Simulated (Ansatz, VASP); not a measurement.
**TlCl: VASP beside Ansatz**

INCAR

```
SYSTEM = TlCl
PREC = Accurate
ENCUT = 500
EDIFF = 1E-6
ISMEAR = 0
SIGMA = 0.01
LREAL = .FALSE.
LASPH = .TRUE.
NELM = 120
ALGO = Normal
ISIF = 2
LWAVE = .FALSE.
LCHARG = .FALSE.
GGA = PS
NBANDS = 17
GGA_COMPAT = .FALSE.
```

File KPOINTS:

```
Automatic mesh
0
G
  4 4 4
  0 0 0
```

The input POSCAR:

```
TlCl
1.0
    3.8388256296      0.0000000000      0.0000000000
    0.0000000000      3.8388256296      0.0000000000
    0.0000000000      0.0000000000      3.8388256296
Tl Cl
1 1
Direct
    0.0000000000      0.0000000000      0.0000000000
    0.5000000000      0.5000000000      0.5000000000
```

Input for Ansatz:

```yaml
crystal:
  lattice:
    - [3.8388256296, 0.0, 0.0]
    - [0.0, 3.8388256296, 0.0]
    - [0.0, 0.0, 3.8388256296]
  atoms:
    - { symbol: Tl, position: [0.0, 0.0, 0.0] }
    - { symbol: Cl, position: [0.5, 0.5, 0.5] }
kpoints:
  mp_grid: { grid: [4, 4, 4] }
hamiltonian:
  xc: pbesol
scf:
  occupations: { method: fixed }
  n_extra_bands: 4
  mixing: { ndim: 1 }
  max_iter: 73
output:
  forces: true
  stress: true
  eigenvalues: true
```

Alike in both runs: task single point; functional PBEsol; k mesh 4 × 4 × 4; no spin polarisation.

```csv
,VASP,Ansatz
version,VASP 6.6.1,Ansatz 0.2.0
potentials or method,"VASP PAW PBE potentials, release 64 (Tl_d, Cl)",plane waves
plane-wave cutoff (eV),500,420
occupations,"gaussian, width 0.01 eV",fixed
valence electrons in the cell,20,20
```

Ansatz gave:

- gap on the k mesh at the Fermi level (eV): 1.94
- pressure (GPa): -1.3

**Question.** What did VASP give for the same quantities?

**Answer.** gap on the k mesh at the Fermi level (eV): 1.94; pressure (GPa): -1.4.

VASP's potentials were made for PBE, not for PBEsol.

Spin-orbit coupling is off throughout.
